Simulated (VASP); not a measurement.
## Al: single point with r2SCAN0

Crystal: Al.

```
Al
1.0
     0.00000    1.99669    1.99669
     1.99669    0.00000    1.99669
     1.99669    1.99669    0.00000
Al
1
Direct
  0.00000 0.00000 0.00000
```

* Program: VASP 6.6.1
* Task: single point
* Functional: r2SCAN0
* Potentials or basis: VASP PAW PBE potentials, release 64 (Al)
* Cutoff: 520 eV
* k mesh: 7 × 7 × 7
* Occupations: fermi-dirac, width 0.1 eV
* Spin: no spin polarisation
* Dipole correction: no
* Grid for exact exchange (PRECFOCK): Normal
* Further INCAR settings: ALGO = Normal; EDIFF = 1e-07; NBANDS = 8

```yaml
Pressure: -0.6 GPa
```

Levels at points of the mesh, in eV from the Fermi level:
```csv
k point,band 1,band 2,band 3,band 4
"(0.00, 0.00, 0.00)",-13.87,14.67,14.67,14.67
```

Wall time 4.1 min on 1 thread of AMD EPYC 9R45 (Zen 5), with other jobs on the host, peak memory 0.11 GiB.

Caveat: the k points lie up to 0.39 Å⁻¹ apart; the PAW data sets were made with another functional, which shifts forces and pressure a little.
